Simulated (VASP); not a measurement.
# La (P6/mmm) in VASP: further runs

The runs below take La through single point, with PBE.

All numbers are computed with VASP 6.6.1; they aren't measurements. Logs are shortened: lines on timing, memory, paths and dates and some standing lists are left out, and cuts for length are marked.

**1. The cell of the first run**

Symmetry: P6/mmm, No. 191, hexagonal system. The conventional cell has a = 5.536 Å, b = 5.536 Å, c = 3.279 Å, α = 90.00°, β = 90.00°, γ = 120.00°. Within 4.3 Å of La (site symmetry 6/mmm) lie 14 La at 3.28 to 3.59 Å. La (site symmetry -6m2) has 11 La at 3.20 to 3.59 Å within 4.2 Å.

This isn't the form of La at room conditions, which is double hcp.

**2. Single point, PBE (29.01 Å³/atom)**

Contents of POSCAR:

```
La
1.0
    5.5357111485      0.0000000000      0.0000000000
   -2.7678555743      4.7940664826      0.0000000000
    0.0000000000      0.0000000000      3.2792606392
La
3
Direct
    0.0000000000      0.0000000000      0.0000000000
    0.3333333333      0.6666666667      0.5000000000
    0.6666666667      0.3333333333      0.5000000000
```

Contents of INCAR.step1:

```
SYSTEM = La
  PREC = Accurate
  ENCUT = 400
  EDIFF = 1E-6
  ISMEAR = -1
  SIGMA = 0.08
  LREAL = .False.
  LASPH = .True.
  NELM = 200
  ALGO = Normal
  ISIF = 2
  LWAVE = .False.
  LCHARG = .True.
  LMAXMIX = 6
  GGA = PE
  NBANDS = 24
  GGA_COMPAT = .False.
  NEDOS = 2001
  LORBIT = 11
```

Contents of KPOINTS.step1:

```
regular mesh
0
Gamma
  7 7 9
  0 0 0
```

Contents of INCAR.step2:

```
SYSTEM = La
  PREC = Accurate
  ENCUT = 400
  EDIFF = 1E-6
  ISMEAR = -5
  SIGMA = 0.08
  LREAL = .False.
  LASPH = .True.
  NELM = 200
  ALGO = Normal
  ISIF = 2
  LWAVE = .False.
  LCHARG = .False.
  LMAXMIX = 6
  GGA = PE
  LORBIT = 10
  NBANDS = 24
  NEDOS = 2001
  ICHARG = 11
  GGA_COMPAT = .False.
```

Contents of KPOINTS.step2:

```
regular mesh
0
Gamma
  11 11 14
  0 0 0
```

Potentials or basis: VASP PAW PBE potentials, release 64 (La).

Command:

```bash
$ cat potpaw_PBE.64/La/POTCAR > POTCAR
$ cp INCAR.step1 INCAR
$ cp KPOINTS.step1 KPOINTS
$ mpirun -np 1 vasp_std > vasp.out
$ cp INCAR.step2 INCAR
$ cp KPOINTS.step2 KPOINTS
$ mpirun -np 1 vasp_std > vasp.out
```

OUTCAR:

```text
SYSTEM = La
   PREC = Accurate
   ENCUT = 400
   EDIFF = 1E-6
   ISMEAR = -5
   LREAL = .False.
   LASPH = .True.
   NELM = 200
   ISIF = 2
   GGA = PE
   LORBIT = 10
   ICHARG = 11

 ion  position               nearest neighbor table
   1  0.000  0.000  0.000-   2 3.59   3 3.59   2 3.59   3 3.59   3 3.59   3 3.59   2 3.59   2 3.59
                             3 3.59   3 3.59   2 3.59   2 3.59
   2  0.333  0.667  0.500-   3 3.20   3 3.20   3 3.20   1 3.59   1 3.59   1 3.59   1 3.59   1 3.59
                             1 3.59
   3  0.667  0.333  0.500-   2 3.20   2 3.20   2 3.20   1 3.59   1 3.59   1 3.59   1 3.59   1 3.59
                             1 3.59

  LATTYP: Found a hexagonal cell.
 ALAT       =     5.5357111485
 C/A-ratio  =     0.5923829028

  Lattice vectors:

 A1 = (   5.5357111485,   0.0000000000,   0.0000000000)
 A2 = (  -2.7678555743,   4.7940664826,   0.0000000000)
 A3 = (   0.0000000000,   0.0000000000,   3.2792606392)

Analysis of symmetry for initial positions (statically):
=====================================================================
 Subroutine PRICEL returns:
 Original cell was already a primitive cell.

 Routine SETGRP: Setting up the symmetry group for a
 hexagonal supercell.

 Subroutine GETGRP returns: Found 24 space group operations
 (whereof 24 operations were pure point group operations)
 out of a pool of 24 trial point group operations.

The static configuration has the point symmetry D_6h.

Analysis of symmetry for dynamics (positions and initial velocities):
=====================================================================
 Subroutine PRICEL returns:
 Original cell was already a primitive cell.

 Routine SETGRP: Setting up the symmetry group for a
 hexagonal supercell.

 Subroutine GETGRP returns: Found 24 space group operations
 (whereof 24 operations were pure point group operations)
 out of a pool of 24 trial point group operations.

The dynamic configuration has the point symmetry D_6h.

 Subroutine INISYM returns: Found 24 space group operations
 (whereof 24 operations are pure point group operations),
 and found     1 'primitive' translations

----------------------------------------------------------------------------------------

                                     Primitive cell

[... 98 lines left out ...]
   IBRION =     -1    ionic relax: 0-MD 1-quasi-New 2-CG
   NFREE  =      0    steps in history (QN), initial steepest desc. (CG)
   ISIF   =      2    stress and relaxation
   ISYM   =      2    0-nonsym 1-usesym 2-fastsym
   POTIM  = 0.5000    time-step for ionic-motion
   TEBEG  =    0.0;   TEEND  =   0.0 temperature during run
   PSTRESS=    0.0 pullay stress
   NELECT =      33.0000    total number of electrons
   NUPDOWN=      -1.0000    fix difference up-down
   EMIN   =  10.00;   EMAX   =-10.00  energy-range for DOS
   EFERMI =   0.00;   METHOD = LEGACY
   ISMEAR =    -5;   SIGMA  =   0.08  broadening in eV -4-tet -1-fermi 0-gaus
   EFERMI_NEDOS =   21; number of points for ismear=-14 and -15
   IALGO  =     38    algorithm
   IMIX   =      4    mixing-type and parameters
     AMIX     =   0.40;   BMIX     =  1.00
     AMIX_MAG =   1.60;   BMIX_MAG =  1.00
  volume/ion in A,a.u.               =      29.01       195.76
  Fermi-wavevector in a.u.,A,eV,Ry     =   1.184936  2.239205 19.103587  1.404074
  Thomas-Fermi vector in A             =   2.321140
   LORBIT       =     10    0 simple, 1 ext, 2 COOP (PROOUT), +10 PAW based schemes
   GGA     = PE    functional components
   LHFCALC =     F    Hartree Fock is set to
   AEXX    =    0.0000 exact exchange contribution
   IVDW    =     0    specifies the selected vdW correction
   LEPSILON=     F    determine dielectric tensor
   LRPA    =     F    only Hartree local field effects (RPA)
 non-spin polarized calculation
 Fermi weights with tetrahedron method with Bloechl corrections
  energy-cutoff  :      400.00
  volume of cell :       87.03
 maximum number of plane-waves:      1599

 number of electron      32.9999993 magnetization

 Free energy of the ion-electron system (eV)
  ---------------------------------------------------
  ext. energy  EPLUGINS =         0.00000000
  ---------------------------------------------------
  free energy    TOTEN  =       -13.96174623 eV

  energy without entropy =      -13.96174623  energy(sigma->0) =      -13.96174623

 E-fermi :  10.4708     XC(G=0): -10.6099

 val. band max:       10.5814923889   @ k =   0.1818   0.0000   0.0714
 cond. band min:      10.4242694181   @ k =   0.0000   0.0000   0.2143
 fundamental gap:     -0.1572229709
 Fermi energy:        10.4707822572

 k-point     1 :       0.0000    0.0000    0.0000
  band No.  band energies     occupation
      1     -22.2783      2.00000
      2     -21.7217      2.00000
      3     -21.6272      2.00000
      4      -6.6819      2.00000
      5      -6.6819      2.00000
      6      -6.2482      2.00000
[... 637 lines left out ...]
     23      12.4145      0.00000
     24      12.8175      0.00000

 [... further k-points ...]

------------------------ aborting loop because EDIFF is reached ----------------------------------------

  FORCE on cell =-STRESS in cart. coord.  units (eV):
  Direction    XX          YY          ZZ          XY          YZ          ZX
  --------------------------------------------------------------------------------------
  -------------------------------------------------------------------------------------
  Total        4.7565937      4.7565937      4.9713642     -0.0000000     -0.0000000      0.0000000
  in kB       87.5695722     87.5695722     91.5235284     -0.0000000     -0.0000000      0.0000000
  external PRESSURE =      88.8875576 kB  Pullay stress =       0.0000000 kB

 VOLUME and BASIS-vectors are now :
 -----------------------------------------------------------------------------
  energy-cutoff  :      400.00
  volume of cell :       87.03
      direct lattice vectors                 reciprocal lattice vectors
     5.535711148  0.000000000  0.000000000     0.180645264  0.104295592  0.000000000
    -2.767855574  4.794066483  0.000000000     0.000000000  0.208591183  0.000000000
     0.000000000  0.000000000  3.279260639     0.000000000  0.000000000  0.304946788

 POSITION                                       TOTAL-FORCE (eV/Angst)
 -----------------------------------------------------------------------------------
      0.00000      0.00000      0.00000         0.000000      0.000000     -0.000000
     -0.00000      3.19604      1.63963        -0.000000      0.000000      0.000000
      2.76786      1.59802      1.63963         0.000000     -0.000000     -0.000000
 -----------------------------------------------------------------------------------
    total drift:                               -0.000000      0.000000     -0.000000

  FREE ENERGIE OF THE ION-ELECTRON SYSTEM (eV)
  ---------------------------------------------------
  free  energy   TOTEN  =       -13.9617462260 eV

  energy  without entropy=      -13.9617462260  energy(sigma->0) =      -13.96174623

 total charge

# of ion       s       p       d       f       tot
--------------------------------------------------
    1        2.080   5.513   1.093   0.123   8.808
    2        2.059   5.516   1.158   0.147   8.881
    3        2.059   5.516   1.158   0.147   8.881
--------------------------------------------------
tot          6.198  16.546   3.408   0.418  26.570
```

Wall time 3 min (1 thread of Intel Xeon Platinum 8488C (Sapphire Rapids), shared host); peak memory 0.29 GiB.

What came out:

| Item | Value |
| --- | --- |
| Valence electrons inside the program's atomic spheres | La 8.81, 8.88 (each value once) |

Caveat: spin-orbit coupling is left out, which moves the levels of the heavy elements.

**3. Single point, PBE**

This run uses another cell than the first one, of 37.19 Å³/atom.

Contents of POSCAR:

```
La
1.0
    5.9547407328      0.0000000000      0.0000000000
   -2.9773703664      5.1569567475      0.0000000000
    0.0000000000      0.0000000000      3.6333100534
La
3
Direct
    0.0000000000      0.0000000000      0.0000000000
    0.3333333333      0.6666666667      0.5000000000
    0.6666666667      0.3333333333      0.5000000000
```

Contents of INCAR.step1:

```
SYSTEM = La
PREC = Accurate
ENCUT = 400
EDIFF = 1E-6
ISMEAR = -1
SIGMA = 0.08
LREAL = .FALSE.
LASPH = .TRUE.
NELM = 200
ALGO = Normal
ISIF = 2
LWAVE = .FALSE.
LCHARG = .TRUE.
LMAXMIX = 6
GGA = PE
NBANDS = 24
GGA_COMPAT = .FALSE.
NEDOS = 2001
LORBIT = 11
```

Contents of KPOINTS.step1:

```
regular mesh
0
G
  7 7 9
  0 0 0
```

Contents of INCAR.step2:

```
SYSTEM = La
PREC = Accurate
ENCUT = 400
EDIFF = 1E-6
ISMEAR = -5
SIGMA = 0.08
LREAL = .FALSE.
LASPH = .TRUE.
NELM = 200
ALGO = Normal
ISIF = 2
LWAVE = .FALSE.
LCHARG = .FALSE.
LMAXMIX = 6
GGA = PE
LORBIT = 11
NEDOS = 2001
ICHARG = 11
GGA_COMPAT = .FALSE.
```

Contents of KPOINTS.step2:

```
regular mesh
0
G
  11 11 14
  0 0 0
```

Potentials or basis: VASP PAW PBE potentials, release 64 (La).

Command:

```bash
$ cat potpaw_PBE.64/La/POTCAR > POTCAR
$ cp INCAR.step1 INCAR
$ cp KPOINTS.step1 KPOINTS
$ mpirun -np 1 vasp_std > vasp.out
$ cp INCAR.step2 INCAR
$ cp KPOINTS.step2 KPOINTS
$ mpirun -np 1 vasp_std > vasp.out
```

OUTCAR:

```text
SYSTEM = La
   PREC = Accurate
   ENCUT = 400
   EDIFF = 1E-6
   ISMEAR = -5
   LREAL = .FALSE.
   LASPH = .TRUE.
   NELM = 200
   ISIF = 2
   GGA = PE
   LORBIT = 11
   ICHARG = 11

 ion  position               nearest neighbor table
   1  0.000  0.000  0.000-
   2  0.333  0.667  0.500-   3 3.44   3 3.44   3 3.44
   3  0.667  0.333  0.500-   2 3.44   2 3.44   2 3.44

  LATTYP: Found a hexagonal cell.
 ALAT       =     5.9547407328
 C/A-ratio  =     0.6101541975
[... 752 lines left out ...]
  Total       -0.1968494     -0.1968494     -0.0820961      0.0000000     -0.0000000      0.0000000
  in kB       -2.8267401     -2.8267401     -1.1788935      0.0000000     -0.0000000      0.0000000
  external PRESSURE =      -2.2774579 kB  Pullay stress =       0.0000000 kB

 VOLUME and BASIS-vectors are now :
 -----------------------------------------------------------------------------
  energy-cutoff  :      400.00
  volume of cell :      111.57
      direct lattice vectors                 reciprocal lattice vectors
     5.954740733  0.000000000  0.000000000     0.167933424  0.096956408  0.000000000
    -2.977370366  5.156956747  0.000000000     0.000000000  0.193912815  0.000000000
     0.000000000  0.000000000  3.633310053     0.000000000  0.000000000  0.275231121

 POSITION                                       TOTAL-FORCE (eV/Angst)
 -----------------------------------------------------------------------------------
      0.00000      0.00000      0.00000         0.000000      0.000000      0.000000
     -0.00000      3.43797      1.81666        -0.000000      0.000000     -0.000000
      2.97737      1.71899      1.81666         0.000000     -0.000000      0.000000
 -----------------------------------------------------------------------------------
    total drift:                                0.000000     -0.000000      0.000000

  FREE ENERGIE OF THE ION-ELECTRON SYSTEM (eV)
  ---------------------------------------------------
  free  energy   TOTEN  =       -14.5602038933 eV

  energy  without entropy=      -14.5602038933  energy(sigma->0) =      -14.56020389

 total charge

# of ion       s       p       d       f       tot
--------------------------------------------------
    1        2.065   5.566   0.843   0.081   8.554
    2        2.062   5.554   0.918   0.086   8.619
    3        2.062   5.554   0.918   0.086   8.619
--------------------------------------------------
tot          6.189  16.673   2.679   0.253  25.793
```

OSZICAR.step1:

```text
N       E                     dE             d eps       ncg     rms          rms(c)
DAV:   1     0.378969378626E+03    0.37897E+03   -0.91730E+03  1928   0.148E+03
DAV:   2     0.369802026997E+02   -0.34199E+03   -0.33614E+03  2968   0.343E+02
DAV:   3    -0.874236120399E+01   -0.45723E+02   -0.44511E+02  3128   0.182E+02
DAV:   4    -0.137612847092E+02   -0.50189E+01   -0.45366E+01  3840   0.538E+01
DAV:   5    -0.145559523421E+02   -0.79467E+00   -0.76797E+00  3800   0.196E+01    0.417E+00
DAV:   6    -0.145975541103E+02   -0.41602E-01   -0.94179E-01  3792   0.816E+00    0.228E+00
DAV:   7    -0.145995060302E+02   -0.19519E-02   -0.15988E-01  3568   0.343E+00    0.533E-01
DAV:   8    -0.146047707087E+02   -0.52647E-02   -0.21704E-02  3704   0.120E+00    0.232E-01
DAV:   9    -0.146070095117E+02   -0.22388E-02   -0.65865E-03  3688   0.594E-01    0.125E-01
DAV:  10    -0.146074396618E+02   -0.43015E-03   -0.12127E-03  3840   0.237E-01    0.713E-02
DAV:  11    -0.146075603362E+02   -0.12067E-03   -0.44137E-04  3512   0.139E-01    0.981E-03
DAV:  12    -0.146075615160E+02   -0.11797E-05   -0.43464E-05  3816   0.596E-02    0.102E-02
DAV:  13    -0.146075613778E+02    0.13815E-06   -0.59929E-06  3376   0.187E-02
   1 F= -.14607561E+02 E0= -.14559231E+02  d E =-.966616E-01
```

Run time: 3.5 min. Hardware: 1 thread of Intel Xeon Platinum 8488C (Sapphire Rapids), shared host; peak memory 0.32 GiB.

What came out:

```yaml
Valence_electrons_inside_the_program's_atomic_spheres: La 8.55, 8.62 (each value once)
```

Caveat: spin-orbit coupling is left out, which moves the levels of the heavy elements.

**4. Single point, PBE (15.99 Å³/atom)**

This run uses another cell than the first one, of 15.99 Å³/atom.

Contents of POSCAR:

```
La
1.0
    4.5349061874      0.0000000000      0.0000000000
   -2.2674530937      3.9273439621      0.0000000000
    0.0000000000      0.0000000000      2.6937669229
La
3
Direct
    0.0000000000      0.0000000000      0.0000000000
    0.3333333333      0.6666666667      0.5000000000
    0.6666666667      0.3333333333      0.5000000000
```

INCAR.step1 is that of step 3.

Contents of KPOINTS.step1:

```
Automatic mesh
0
G
  7 7 9
  0 0 0
```

Edit INCAR.step2 of step 3 so:

```diff
@@ -16,3 +16,3 @@
 LORBIT = 11
-NEDOS = 2001
+NEDOS = 1001
 ICHARG = 11
```

Contents of KPOINTS.step2:

```
Automatic mesh
0
G
  11 11 14
  0 0 0
```

Potentials or basis: VASP PAW PBE potentials, release 64 (La).

Command:

```bash
$ cat potpaw_PBE.64/La/POTCAR > POTCAR
$ cp INCAR.step1 INCAR
$ cp KPOINTS.step1 KPOINTS
$ mpirun -np 1 vasp_std > vasp.out
$ cp INCAR.step2 INCAR
$ cp KPOINTS.step2 KPOINTS
$ mpirun -np 1 vasp_std > vasp.out
```

OUTCAR:

```text
SYSTEM = La
   PREC = Accurate
   ENCUT = 400
   EDIFF = 1E-6
   ISMEAR = -5
   LREAL = .FALSE.
   LASPH = .TRUE.
   NELM = 200
   ISIF = 2
   GGA = PE
   LORBIT = 11
   ICHARG = 11

 ion  position               nearest neighbor table
   1  0.000  0.000  0.000-   2 2.94   3 2.94   2 2.94   3 2.94   3 2.94   3 2.94   2 2.94   2 2.94
                             3 2.94   3 2.94   2 2.94   2 2.94
   2  0.333  0.667  0.500-   3 2.62   3 2.62   3 2.62   1 2.94   1 2.94   1 2.94   1 2.94   1 2.94
                             1 2.94
   3  0.667  0.333  0.500-   2 2.62   2 2.62   2 2.62   1 2.94   1 2.94   1 2.94   1 2.94   1 2.94
                             1 2.94
[... 757 lines left out ...]
  in kB     1144.5022082   1144.5022082   1166.7841590      0.0000000      0.0000000      0.0000000
  external PRESSURE =    1151.9295251 kB  Pullay stress =       0.0000000 kB

 VOLUME and BASIS-vectors are now :
 -----------------------------------------------------------------------------
  energy-cutoff  :      400.00
  volume of cell :       47.98
      direct lattice vectors                 reciprocal lattice vectors
     4.534906187  0.000000000  0.000000000     0.220511728  0.127312506  0.000000000
    -2.267453094  3.927343962  0.000000000     0.000000000  0.254625011  0.000000000
     0.000000000  0.000000000  2.693766923     0.000000000  0.000000000  0.371227366

 POSITION                                       TOTAL-FORCE (eV/Angst)
 -----------------------------------------------------------------------------------
      0.00000      0.00000      0.00000         0.000000      0.000000      0.000000
     -0.00000      2.61823      1.34688         0.000000     -0.000000      0.000000
      2.26745      1.30911      1.34688        -0.000000      0.000000      0.000000
 -----------------------------------------------------------------------------------
    total drift:                                0.000000      0.000000     -0.000000

  FREE ENERGIE OF THE ION-ELECTRON SYSTEM (eV)
  ---------------------------------------------------
  free  energy   TOTEN  =        -4.7790486080 eV

  energy  without entropy=       -4.7790486080  energy(sigma->0) =       -4.77904861

 total charge

# of ion       s       p       d       f       tot
--------------------------------------------------
    1        2.050   5.459   2.027   0.547  10.082
    2        2.033   5.502   2.051   0.699  10.284
    3        2.033   5.502   2.051   0.699  10.284
--------------------------------------------------
tot          6.115  16.462   6.129   1.944  30.650
```

OUTCAR.step1:

```text
SYSTEM = La
   PREC = Accurate
   ENCUT = 400
   EDIFF = 1E-6
   ISMEAR = -1
   LREAL = .FALSE.
   LASPH = .TRUE.
   NELM = 200
[... 881 lines left out ...]

  FREE ENERGIE OF THE ION-ELECTRON SYSTEM (eV)
  ---------------------------------------------------
  free  energy   TOTEN  =        -4.8277773936 eV

  energy  without entropy=       -4.7755904960  energy(sigma->0) =       -4.80168394

 total charge

# of ion       s       p       d       f       tot
--------------------------------------------------
    1        2.050   5.457   2.028   0.548  10.083
    2        2.033   5.501   2.043   0.704  10.281
    3        2.033   5.501   2.043   0.704  10.281
--------------------------------------------------
tot          6.116  16.459   6.114   1.957  30.645
```

OSZICAR.step1:

```text
N       E                     dE             d eps       ncg     rms          rms(c)
DAV:   1     0.359451279341E+03    0.35945E+03   -0.80080E+03  2000   0.160E+03
DAV:   2     0.424629063910E+02   -0.31699E+03   -0.30951E+03  2936   0.432E+02
DAV:   3    -0.443792714942E+00   -0.42907E+02   -0.40923E+02  3656   0.199E+02
DAV:   4    -0.525762489324E+01   -0.48138E+01   -0.45561E+01  3664   0.640E+01
DAV:   5    -0.584952500225E+01   -0.59190E+00   -0.58791E+00  3816   0.245E+01    0.204E+01
DAV:   6    -0.516089136459E+01    0.68863E+00   -0.11613E+00  3696   0.125E+01    0.115E+01
DAV:   7    -0.483567694677E+01    0.32521E+00   -0.43795E-01  3760   0.672E+00    0.170E+00
DAV:   8    -0.482648269780E+01    0.91942E-02   -0.99067E-02  3624   0.332E+00    0.487E-01
DAV:   9    -0.482738000250E+01   -0.89730E-03   -0.12922E-02  3552   0.131E+00    0.111E-01
DAV:  10    -0.482765353663E+01   -0.27353E-03   -0.13791E-03  3800   0.393E-01    0.442E-02
DAV:  11    -0.482776391345E+01   -0.11038E-03   -0.34299E-04  3744   0.166E-01    0.203E-02
DAV:  12    -0.482777430716E+01   -0.10394E-04   -0.37611E-05  3816   0.563E-02    0.138E-02
DAV:  13    -0.482777693174E+01   -0.26246E-05   -0.22735E-05  3432   0.385E-02    0.352E-03
DAV:  14    -0.482777739358E+01   -0.46185E-06   -0.24161E-06  2432   0.214E-02
   1 F= -.48277774E+01 E0= -.48016839E+01  d E =-.521869E-01
```

Run time: 67 s. Hardware: 1 thread of Intel Xeon 6975P-C (Granite Rapids), shared host; peak memory 0.2 GiB.

What came out:

```
Valence electrons inside the program's atomic spheres : La 10.08, 10.28 (each value once)
```

Levels at points of the mesh, in eV from the Fermi level:
| k point | band 14 | band 15 | band 16 | band 17 | band 18 | band 19 |
| --- | --- | --- | --- | --- | --- | --- |
| (0.00, 0.00, 0.00) | 1.06 | 1.06 | 1.23 | 1.35 | 1.57 | 1.57 |
| (0.00, 0.00, 0.50) | -5.68 | -0.99 | -0.99 | 1.96 | 2.41 | 2.42 |

Caveat: spin-orbit coupling is left out, which moves the levels of the heavy elements.
